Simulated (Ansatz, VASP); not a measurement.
**SiC: VASP beside Ansatz**

```
Si C
1.0
     3.07569    0.00000    0.00000
    -1.53785    2.66363    0.00000
     0.00000    0.00000    5.04703
Si C
2 2
Direct
  0.33333 0.66667 0.00455
  0.66667 0.33333 0.50455
  0.33333 0.66667 0.38045
  0.66667 0.33333 0.88045
```

Alike in both runs: functional r2SCAN; k mesh 6 × 6 × 4; no spin polarisation.

Ansatz relaxed the structure, and its values are those at the end. VASP's run is a single point on that final structure, the one shown.

|  | VASP | Ansatz |
| --- | --- | --- |
| version | VASP 6.6.1 | Ansatz 0.2.0 |
| potentials or method | VASP PAW PBE potentials, release 64 (Si, C) | plane waves, PAW |
| plane-wave cutoff (eV) | 520 | 500 |
| occupations | gaussian, width 0.01 eV | fixed |
| valence electrons in the cell | 16 | 16 |

```tsv
	VASP	Ansatz	Ansatz less VASP
pressure (GPa)	-0.2	0.0	+0.19
```

VASP's potentials were made for PBE, not for r2SCAN.
